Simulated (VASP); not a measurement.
A run of VASP 6.6.1 is set up as follows.

The input INCAR:

```
PREC = Accurate
ENCUT = 520
EDIFF = 1E-8
ISMEAR = -1
SIGMA = 0.15
LREAL = F
LASPH = T
NELM = 80
ALGO = Normal
ISIF = 2
LWAVE = F
LCHARG = F
GGA = PS
NBANDS = 21
IBRION = 8
NSW = 1
```

The input KPOINTS:

```
regular mesh
0
Gamma
  12 12 12
```

POSCAR

```
Sn
1.0
    0.0000000000      2.9851148109      2.9851148109
    2.9851148109      0.0000000000      2.9851148109
    2.9851148109      2.9851148109      0.0000000000
Sn
2
Direct
    0.5000000000      0.5000000000      0.5000000000
    0.7500000000      0.7500000000      0.7500000000
```

Potentials or basis: VASP PAW PBE potentials, release 64 (Sn_d).

The run is started by

```bash
$ cat potpaw_PBE.64/Sn_d/POTCAR > POTCAR
$ mpirun -np 1 vasp_std > vasp.out
```

Q: Estimate the highest phonon frequency at Γ.

A: 253 cm⁻¹.

Phonon frequencies in cm⁻¹ (negative: imaginary):
| q point | frequencies |
| --- | --- |
| (0.000, 0.000, 0.000) | 0 0 0 253 253 253 |

Caveat: the cell wasn't relaxed at this level first, which shifts response properties.
